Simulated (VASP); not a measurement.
# SnTe2 (Fm-3m) in VASP: notebook

SnTe2 is run at these levels: PBE; tasks: single point, relaxation of cell and atoms.

Everything below comes from runs of VASP 6.6.1. Logs are shortened: lines on timing, memory, paths and dates and some standing lists are left out, and cuts for length are marked.

## Step 1: The cell of the first run

The structure is cubic, space group Fm-3m (No. 225). Conventional cell: a = 7.103 Å, b = 7.103 Å, c = 7.103 Å, α = 90.00°, β = 90.00°, γ = 90.00°. Within 4.0 Å of Sn (site symmetry m-3m) lie 8 Te at 3.08 Å. Within 4.0 Å of Te (site symmetry -43m) lie 4 Sn at 3.08 Å and 6 Te at 3.55 Å.

## Step 2: Single point, PBE

The input, INCAR:

```
PREC     = Accurate       # precision mode
ENCUT    = 520            # plane-wave cutoff, eV
EDIFF    = 1E-6           # SCF threshold, eV
ISMEAR   = 0              # smearing method
SIGMA    = 0.1            # smearing width, eV
LREAL    = F              # projectors in reciprocal space
LASPH    = T              # aspherical terms in the spheres
NELM     = 100            # most SCF steps
ALGO     = Normal         # electronic algorithm
ISIF     = 2              # what is computed and relaxed
LWAVE    = F              # write WAVECAR
LCHARG   = F              # write CHGCAR
GGA      = PE             # functional
NBANDS   = 20             # bands
```

The input, KPOINTS:

```
Automatic mesh
0
Gamma
  4 4 4
```

The input, POSCAR:

```
SnTe2
1.0
    0.0000000000      3.5513767921      3.5513767921
    3.5513767921      0.0000000000      3.5513767921
    3.5513767921      3.5513767921      0.0000000000
Sn Te
1 2
Direct
    0.0000000000      0.0000000000      0.0000000000
    0.2500000000      0.2500000000      0.2500000000
    0.7500000000      0.7500000000      0.7500000000
```

Potentials or basis: VASP PAW PBE potentials, release 64 (Sn_d, Te).

Launch:

```sh
$ cat potpaw_PBE.64/Sn_d/POTCAR potpaw_PBE.64/Te/POTCAR > POTCAR
$ mpirun -np 1 vasp_std > vasp.out
```

OUTCAR:

```text
PREC = Accurate
   ENCUT = 520
   EDIFF = 1E-6
   ISMEAR = 0
   LREAL = F
   LASPH = T
   NELM = 100
   ISIF = 2
   GGA = PE

 ion  position               nearest neighbor table
   1  0.000  0.000  0.000-   3 3.08   3 3.08   3 3.08   2 3.08   2 3.08   2 3.08   3 3.08   2 3.08

   2  0.250  0.250  0.250-   1 3.08   1 3.08   1 3.08   1 3.08   3 3.55   3 3.55   3 3.55   3 3.55
                             3 3.55   3 3.55
   3  0.750  0.750  0.750-   1 3.08   1 3.08   1 3.08   1 3.08   2 3.55   2 3.55   2 3.55   2 3.55
                             2 3.55   2 3.55

  LATTYP: Found a face centered cubic cell.
 ALAT       =     7.1027535842

  Lattice vectors:

 A1 = (   0.0000000000,   3.5513767921,   3.5513767921)
 A2 = (   3.5513767921,   0.0000000000,   3.5513767921)
 A3 = (   3.5513767921,   3.5513767921,   0.0000000000)

Analysis of symmetry for initial positions (statically):
=====================================================================
 Subroutine PRICEL returns:
 Original cell was already a primitive cell.

 Routine SETGRP: Setting up the symmetry group for a
 face centered cubic supercell.

 Subroutine GETGRP returns: Found 48 space group operations
 (whereof 48 operations were pure point group operations)
 out of a pool of 48 trial point group operations.

The static configuration has the point symmetry O_h .

Analysis of symmetry for dynamics (positions and initial velocities):
=====================================================================
 Subroutine PRICEL returns:
 Original cell was already a primitive cell.

 Routine SETGRP: Setting up the symmetry group for a
 face centered cubic supercell.

 Subroutine GETGRP returns: Found 48 space group operations
 (whereof 48 operations were pure point group operations)
 out of a pool of 48 trial point group operations.

The dynamic configuration has the point symmetry O_h .

 Subroutine INISYM returns: Found 48 space group operations
 (whereof 48 operations are pure point group operations),
 and found     1 'primitive' translations

----------------------------------------------------------------------------------------

                                     Primitive cell

  volume of cell :      89.5819

[... 67 lines left out ...]
   ISPIN  =      1    spin polarized calculation?
   LNONCOLLINEAR =      F non collinear calculations
   LSORBIT =      F    spin-orbit coupling
   LASPH  =      T    aspherical Exc in radial PAW
   ENCUT  =  520.0 eV  38.22 Ry    6.18 a.u.   9.34  9.34  9.34*2*pi/ulx,y,z
   NELM   =    100;   NELMIN=  2; NELMDL= -5     # of ELM steps
   EDIFF  = 0.1E-05   stopping-criterion for ELM
   LREAL  =      F    real-space projection
   EDIFFG = 0.1E-04   stopping-criterion for IOM
   NSW    =      0    number of steps for IOM
   IBRION =     -1    ionic relax: 0-MD 1-quasi-New 2-CG
   NFREE  =      0    steps in history (QN), initial steepest desc. (CG)
   ISIF   =      2    stress and relaxation
   ISYM   =      2    0-nonsym 1-usesym 2-fastsym
   POTIM  = 0.5000    time-step for ionic-motion
   TEBEG  =    0.0;   TEEND  =   0.0 temperature during run
   PSTRESS=    0.0 pullay stress
   NELECT =      26.0000    total number of electrons
   NUPDOWN=      -1.0000    fix difference up-down
   EMIN   =  10.00;   EMAX   =-10.00  energy-range for DOS
   EFERMI =   0.00;   METHOD = LEGACY
   ISMEAR =     0;   SIGMA  =   0.10  broadening in eV -4-tet -1-fermi 0-gaus
   EFERMI_NEDOS =   21; number of points for ismear=-14 and -15
   IALGO  =     38    algorithm
   IMIX   =      4    mixing-type and parameters
     AMIX     =   0.40;   BMIX     =  1.00
     AMIX_MAG =   1.60;   BMIX_MAG =  1.00
  volume/ion in A,a.u.               =      29.86       201.51
  Fermi-wavevector in a.u.,A,eV,Ry     =   1.083908  2.048290 15.984902  1.174857
  Thomas-Fermi vector in A             =   2.219986
   LORBIT       =      0    0 simple, 1 ext, 2 COOP (PROOUT), +10 PAW based schemes
   GGA     = PE    functional components
   LHFCALC =     F    Hartree Fock is set to
   AEXX    =    0.0000 exact exchange contribution
   IVDW    =     0    specifies the selected vdW correction
   LEPSILON=     F    determine dielectric tensor
   LRPA    =     F    only Hartree local field effects (RPA)
 non-spin polarized calculation
 Gauss-broadening in eV      SIGMA  =   0.10
  energy-cutoff  :      520.00
  volume of cell :       89.58
 maximum number of plane-waves:      2450
 NGX is ok and might be reduce to    40
   NGX = 19   NGY = 19   NGZ = 19

 number of electron      26.0000003 magnetization

 Free energy of the ion-electron system (eV)
  ---------------------------------------------------
  ext. energy  EPLUGINS =         0.00000000
  ---------------------------------------------------
  free energy    TOTEN  =        -9.44047082 eV

  energy without entropy =       -9.41003168  energy(sigma->0) =       -9.42525125

 E-fermi :   7.0419     XC(G=0):  -9.6339

 val. band max:        7.0187972881   @ k =  -0.2500   0.2500   0.0000
 cond. band min:       7.0608892464   @ k =   0.5000   0.2500   0.0000
 fundamental gap:      0.0420919584
 Fermi energy:         7.0419191897

 k-point     1 :       0.0000    0.0000    0.0000
  band No.  band energies     occupation
      1     -14.3246      2.00000
      2     -14.3246      2.00000
      3     -14.3246      2.00000
      4     -14.3009      2.00000
      5     -14.3009      2.00000
      6      -6.1808      2.00000
[... 173 lines left out ...]
     19      14.7164      0.00000
     20      14.7296      0.00000

------------------------ aborting loop because EDIFF is reached ----------------------------------------

  FORCE on cell =-STRESS in cart. coord.  units (eV):
  Direction    XX          YY          ZZ          XY          YZ          ZX
  --------------------------------------------------------------------------------------
  -------------------------------------------------------------------------------------
  Total        4.0707760      4.0707760      4.0707760     -0.0000000     -0.0000000      0.0000000
  in kB       72.8060609     72.8060609     72.8060609     -0.0000000     -0.0000000      0.0000000
  external PRESSURE =      72.8060609 kB  Pullay stress =       0.0000000 kB

 VOLUME and BASIS-vectors are now :
 -----------------------------------------------------------------------------
  energy-cutoff  :      520.00
  volume of cell :       89.58
      direct lattice vectors                 reciprocal lattice vectors
     0.000000000  3.551376792  3.551376792    -0.140790468  0.140790468  0.140790468
     3.551376792  0.000000000  3.551376792     0.140790468 -0.140790468  0.140790468
     3.551376792  3.551376792  0.000000000     0.140790468  0.140790468 -0.140790468

 POSITION                                       TOTAL-FORCE (eV/Angst)
 -----------------------------------------------------------------------------------
      0.00000      0.00000      0.00000         0.000000     -0.000000      0.000000
      1.77569      1.77569      1.77569        -0.000000     -0.000000     -0.000000
      5.32707      5.32707      5.32707         0.000000      0.000000      0.000000
 -----------------------------------------------------------------------------------
    total drift:                               -0.000000      0.000000      0.000000

  FREE ENERGIE OF THE ION-ELECTRON SYSTEM (eV)
  ---------------------------------------------------
  free  energy   TOTEN  =        -9.4404708235 eV

  energy  without entropy=       -9.4100316788  energy(sigma->0) =       -9.42525125
```

stdout:

```text
POSCAR found type information on POSCAR SnTe
 POSCAR found :  2 types and       3 ions
 scaLAPACK will be used
 LDA part: xc-table for (Slater+PW92), standard interpolation
 POSCAR, INCAR and KPOINTS ok, starting setup
 FFT: planning ... GRIDC
 FFT: planning ... GRID_SOFT
 FFT: planning ... GRID
 WAVECAR not read
 entering main loop
```

Run time: 18 s. Hardware: 1 thread of AMD EPYC 7R43 (Zen 3), shared host; peak memory 0.2 GiB.

Results:

```
Free energy            : -9.4405 eV
Pressure               : 7.3 GPa
Band gap on the k mesh : zero (band 13 reaches 7.94 eV, above the bottom of band 14 at 5.35 eV)
```

Levels at points of the mesh, in eV from the Fermi level:
```csv
k point,band 10,band 11,band 12,band 13,band 14,band 15,band 16,band 17
"(0.00, 0.00, 0.00)",-3.09,-3.09,-1.70,-1.70,-1.70,1.50,1.50,1.50
"(0.50, 0.00, 0.00)",-3.48,-2.75,-2.23,-2.23,1.09,3.39,3.39,4.92
"(0.50, 0.50, 0.00)",-5.00,-1.89,0.60,0.60,1.37,2.55,4.48,4.48
```

Caveat: the k points lie up to 0.38 Å⁻¹ apart; spin-orbit coupling is left out, which moves the levels of the heavy elements.

## Step 3: Single point, PBE

This run uses another cell than the first one, of 34.44 Å³/atom, 1.153 times its volume.

The input, INCAR:

```
SYSTEM = SnTe2
PREC     = Accurate       ! precision mode
ENCUT    = 520            ! plane-wave cutoff, eV
EDIFF    = 1E-6           ! SCF threshold, eV
ISMEAR   = 0              ! smearing method
SIGMA    = 0.1            ! smearing width, eV
LREAL    = .FALSE.        ! projectors in reciprocal space
LASPH    = .TRUE.         ! aspherical terms in the spheres
NELM     = 100            ! most SCF steps
ALGO     = Normal         ! electronic algorithm
ISIF     = 2              ! what is computed and relaxed
LWAVE    = .FALSE.        ! write WAVECAR
LCHARG   = .FALSE.        ! write CHGCAR
GGA      = PE             ! functional
NBANDS   = 20             ! bands
```

The input, KPOINTS:

```
Automatic mesh
0
G
  4 4 4
  0 0 0
```

The input, POSCAR:

```
SnTe2
1.0
    0.0000000000      3.7245064107      3.7245064107
    3.7245064107      0.0000000000      3.7245064107
    3.7245064107      3.7245064107      0.0000000000
Sn Te
1 2
Direct
    0.0000000000      0.0000000000      0.0000000000
    0.2500000000      0.2500000000      0.2500000000
    0.7500000000      0.7500000000      0.7500000000
```

Potentials or basis: VASP PAW PBE potentials, release 64 (Sn_d, Te).

Launch:

```sh
$ cat potpaw_PBE.64/Sn_d/POTCAR potpaw_PBE.64/Te/POTCAR > POTCAR
$ mpirun -np 1 vasp_std > vasp.out
```

Wall time 18 s (1 thread of AMD EPYC 7R43 (Zen 3), shared host); peak memory 0.2 GiB.

Results (log left out):

```
Free energy            : -9.7245 eV
Pressure               : 0.2 GPa
Band gap on the k mesh : zero (band 13 reaches 6.00 eV, above the bottom of band 14 at 3.98 eV)
```

Levels at points of the mesh, in eV from the Fermi level:
```tsv
k point	band 10	band 11	band 12	band 13	band 14	band 15	band 16	band 17
(0.00, 0.00, 0.00)	-2.51	-2.51	-1.29	-1.29	-1.29	1.70	1.70	1.70
(0.50, 0.00, 0.00)	-2.80	-2.37	-1.75	-1.75	0.70	3.27	3.27	4.48
(0.50, 0.50, 0.00)	-4.11	-1.57	0.51	0.51	1.11	2.17	4.18	4.18
```

Caveat: the k points lie up to 0.37 Å⁻¹ apart; spin-orbit coupling is left out, which moves the levels of the heavy elements.

## Step 4: Relaxation of cell and atoms, PBE

The input, INCAR:

```
PREC = Accurate
ENCUT = 600
EDIFF = 1E-6
ISMEAR = 0
SIGMA = 0.1
LREAL = False
LASPH = True
NELM = 60
ALGO = Normal
ISIF = 3
LWAVE = False
LCHARG = False
GGA = PE
IBRION = 2
NSW = 90
EDIFFG = -0.04
```

The input, KPOINTS:

```
regular mesh
0
Gamma
  4 4 4
```

The input, POSCAR:

```
SnTe2
1.0
    0.0000000000      3.5513767921      3.5513767921
    3.5513767921      0.0000000000      3.5513767921
    3.5513767921      3.5513767921      0.0000000000
Sn Te
1 2
Direct
    0.0000000000      0.0000000000      0.0000000000
    0.2500000000      0.2500000000      0.2500000000
    0.7500000000      0.7500000000      0.7500000000
```

Launch:

```sh
$ cat potpaw_PBE.64/Sn_d/POTCAR potpaw_PBE.64/Te/POTCAR > POTCAR
$ mpirun -np 1 vasp_std > vasp.out
```

Run time: 44 s. Hardware: 1 thread of AMD EPYC 7R43 (Zen 3), shared host; peak memory 0.21 GiB.

It converged, with:

```yaml
Free_energy: -9.7236 eV
Relaxed_volume: 34.57 Å³/atom
Relaxed_cell: a = 5.274 Å, b = 5.274 Å, c = 5.274 Å, α = 60.00°, β = 60.00°, γ = 60.00°
Space_group_after_relaxing_to_0.05_Å: Fm-3m (No. 225)
Energy_gained_by_relaxing: 94.3 meV/atom
Ionic_steps: 3
Pressure_after_relaxing: 0.0 GPa
Band_gap_on_the_k_mesh: zero (band 13 reaches 5.96 eV, above the bottom of band 14 at 3.94 eV)
```

The path:
```
step  energy change (eV)  largest force (eV/Å)  pressure (GPa)  volume (Å³)
   1              0.0000                0.0000            7.26        89.58
   2             -0.2634                0.0000           -1.36       108.29
   3             -0.2829                0.0000            0.05       103.72
```

Final structure:
```xyz
3
Lattice="0.0000 3.7291 3.7291 3.7291 0.0000 3.7291 3.7291 3.7291 0.0000" Properties=species:S:1:pos:R:3 pbc="T T T"
Sn    0.0000    0.0000    0.0000
Te    1.8646    1.8646    1.8646
Te    5.5937    5.5937    5.5937
```

Levels at points of the mesh, in eV from the Fermi level:
```
           k point  band 9  band 10  band 11  band 12  band 13  band 14  band 15  band 16  band 17
(0.00, 0.00, 0.00)   -2.50    -2.50    -2.50    -1.28    -1.28    -1.28     1.71     1.71     1.71
(0.50, 0.00, 0.00)   -2.79    -2.79    -2.36    -1.74    -1.74     0.69     3.26     3.26     4.46
(0.50, 0.50, 0.00)   -4.09    -4.09    -1.56     0.51     0.51     1.10     2.16     4.17     4.17
```

Caveat: the k points lie up to 0.36 Å⁻¹ apart in the final cell; the volume moved by over 15 % at a fixed basis, so the end points are rough; spin-orbit coupling is left out, which moves the levels of the heavy elements.

## Step 5: Single point, PBE

This run uses another cell than the first one, of 34.44 Å³/atom, 1.153 times its volume.

The input, INCAR:

```
ALGO     = Normal         # electronic algorithm
EDIFF    = 1E-6           # SCF threshold, eV
ENCUT    = 520            # plane-wave cutoff, eV
GGA      = PE             # functional
ISIF     = 2              # what is computed and relaxed
ISMEAR   = 0              # smearing method
LASPH    = True           # aspherical terms in the spheres
LCHARG   = False          # write CHGCAR
LREAL    = False          # projectors in reciprocal space
LWAVE    = False          # write WAVECAR
NBANDS   = 20             # bands
NELM     = 80             # most SCF steps
PREC     = Accurate       # precision mode
SIGMA    = 0.1            # smearing width, eV
```

The input, KPOINTS:

```
k-points
0
Gamma
  12 12 12
```

The input, POSCAR:

```
SnTe2
1.0
    0.0000000000      3.7245064107      3.7245064107
    3.7245064107      0.0000000000      3.7245064107
    3.7245064107      3.7245064107      0.0000000000
Sn Te
1 2
Direct
    0.0000000000      0.0000000000      0.0000000000
    0.2500000000      0.2500000000      0.2500000000
    0.7500000000      0.7500000000      0.7500000000
```

Launch:

```sh
$ cat potpaw_PBE.64/Sn_d/POTCAR potpaw_PBE.64/Te/POTCAR > POTCAR
$ mpirun -np 1 vasp_std > vasp.out
```

Run time: 2.1 min. Hardware: 1 thread of AMD EPYC 7R43 (Zen 3), shared host; peak memory 0.29 GiB.

It converged, with:

| Item | Value |
| --- | --- |
| Free energy | -9.7569 eV |
| Pressure | -0.1 GPa |
| Band gap on the k mesh | zero (band 13 reaches 6.02 eV, above the bottom of band 14 at 3.98 eV) |

Levels at points of the mesh, in eV from the Fermi level:
| k point | band 10 | band 11 | band 12 | band 13 | band 14 | band 15 | band 16 | band 17 |
| --- | --- | --- | --- | --- | --- | --- | --- | --- |
| (0.00, 0.00, 0.00) | -2.54 | -2.54 | -1.33 | -1.33 | -1.33 | 1.67 | 1.67 | 1.67 |
| (0.50, 0.00, 0.00) | -2.84 | -2.40 | -1.78 | -1.78 | 0.67 | 3.23 | 3.23 | 4.43 |
| (0.50, 0.50, 0.00) | -4.14 | -1.60 | 0.49 | 0.49 | 1.09 | 2.12 | 4.13 | 4.13 |

Caveat: spin-orbit coupling is left out, which moves the levels of the heavy elements.

## Step 6: Relaxation of cell and atoms, PBE

This run uses another cell than the first one, of 34.44 Å³/atom, 1.153 times its volume.

The input, INCAR:

```
SYSTEM = SnTe2
ALGO     = Normal         ! electronic algorithm
EDIFF    = 1E-6           ! SCF threshold, eV
EDIFFG   = -0.01          ! ionic threshold
ENCUT    = 600            ! plane-wave cutoff, eV
GGA      = PE             ! functional
IBRION   = 2              ! ionic algorithm
ISIF     = 3              ! what is computed and relaxed
ISMEAR   = 0              ! smearing method
LASPH    = .True.         ! aspherical terms in the spheres
LCHARG   = .False.        ! write CHGCAR
LREAL    = .False.        ! projectors in reciprocal space
LWAVE    = .False.        ! write WAVECAR
NELM     = 80             ! most SCF steps
NSW      = 100            ! ionic steps
PREC     = Accurate       ! precision mode
SIGMA    = 0.1            ! smearing width, eV
```

The input, KPOINTS:

```
k-points
0
Gamma
  12 12 12
  0 0 0
```

POSCAR is that of step 5.

Potentials or basis: VASP PAW PBE potentials, release 64 (Sn_d, Te).

Launch:

```sh
$ cat potpaw_PBE.64/Sn_d/POTCAR potpaw_PBE.64/Te/POTCAR > POTCAR
$ mpirun -np 1 vasp_std > vasp.out
```

It took 88 s on 1 thread of Intel Xeon 6975P-C (Granite Rapids), shared host; peak memory 0.38 GiB.

It converged, with:

| Item | Value |
| --- | --- |
| Free energy | -9.7569 eV |
| Relaxed volume | 34.38 Å³/atom |
| Relaxed cell | a = 5.264 Å, b = 5.264 Å, c = 5.264 Å, α = 60.00°, β = 60.00°, γ = 60.00° |
| Space group after relaxing (to 0.05 Å) | Fm-3m (No. 225) |
| Energy gained by relaxing | 0.0 meV/atom |
| Ionic steps | 2 |
| Pressure after relaxing | 0.0 GPa |
| Band gap on the k mesh | zero (band 13 reaches 6.04 eV, above the bottom of band 14 at 3.99 eV) |

Final structure:
```xyz
3
Lattice="0.0000 3.7222 3.7222 3.7222 0.0000 3.7222 3.7222 3.7222 0.0000" Properties=species:S:1:pos:R:3 pbc="T T T"
Sn    0.0000    3.7222    3.7222
Te    1.8611    1.8611    1.8611
Te    5.5834    5.5834    5.5834
```

Levels at points of the mesh, in eV from the Fermi level:
```csv
k point,band 9,band 10,band 11,band 12,band 13,band 14,band 15,band 16,band 17
"(0.00, 0.00, 0.00)",-2.54,-2.54,-2.54,-1.33,-1.33,-1.33,1.67,1.67,1.67
"(0.50, 0.00, 0.00)",-2.84,-2.84,-2.40,-1.78,-1.78,0.68,3.23,3.23,4.44
"(0.50, 0.50, 0.00)",-4.15,-4.15,-1.61,0.49,0.49,1.09,2.12,4.14,4.14
```

Caveat: spin-orbit coupling is left out, which moves the levels of the heavy elements.

## Step 7: The runs side by side

```tsv
task	cell	k mesh	cutoff (eV)	gap on the mesh (eV)	pressure (GPa)	relaxed volume (Å³/atom)
single point	a = 5.022 Å, angles 60.0°, 3 atoms	4 × 4 × 4	520	none	7.3	-
single point	a = 5.267 Å, angles 60.0°, 3 atoms	4 × 4 × 4	520	none	0.2	-
relaxation of cell and atoms	relaxed from a = 5.022 Å, angles 60.0°, 3 atoms	4 × 4 × 4	600	none	0.0	34.57
single point	a = 5.267 Å, angles 60.0°, 3 atoms	12 × 12 × 12	520	none	-0.1	-
relaxation of cell and atoms	relaxed from a = 5.267 Å, angles 60.0°, 3 atoms	12 × 12 × 12	600	none	0.0	34.38
```

Alike in all rows: level PBE; potentials or basis VASP PAW PBE potentials, release 64 (Sn_d, Te); no spin polarisation; smearing gaussian 0.1 eV.

Caveats: some runs use coarse meshes; spin-orbit coupling is left out, which moves the levels of the heavy elements; the volume moved by over 15 % at a fixed basis, so the end points are rough (some runs).

Total energies depend on the potentials used, so only differences within one code and one set of settings carry meaning.
